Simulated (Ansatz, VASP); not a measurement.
## TaAs in VASP and in Ansatz

```
Ta As
1.0
    -1.73144    1.73144    5.86699
     1.73144   -1.73144    5.86699
     1.73144    1.73144   -5.86699
Ta As
2 2
Direct
  0.50017 0.00017 0.50000
  0.75017 0.75017 0.00000
  0.08242 0.58242 0.50000
  0.33242 0.33242 0.00000
```

Alike in both runs: functional PBE; k mesh 18 × 18 × 18; occupations methfessel-paxton of order 1, width 0.2 eV; no spin polarisation.

Ansatz relaxed the structure, and its values are those at the end. VASP's run is a single point on that final structure, the one shown.

|  | VASP | Ansatz |
| --- | --- | --- |
| version | VASP 6.6.1 | Ansatz 0.2.0 |
| potentials or method | VASP PAW PBE potentials, release 64 (Ta_pv, As), cutoff 520 eV | scalar-relativistic, plane waves, PAW |
| valence electrons in the cell | 32 | 56 |

```csv
,VASP,Ansatz,Ansatz less VASP
gap on the k mesh at the Fermi level (eV),none,none,-
pressure (GPa),0.4,0.0,-0.43
```

A gap of «none» marks a metal or a gap that the smearing closes. VASP's potentials hold 32 valence electrons a cell and Ansatz's 56, so a difference there can come from the potentials and not from the codes.

Neither program's run includes spin-orbit coupling.
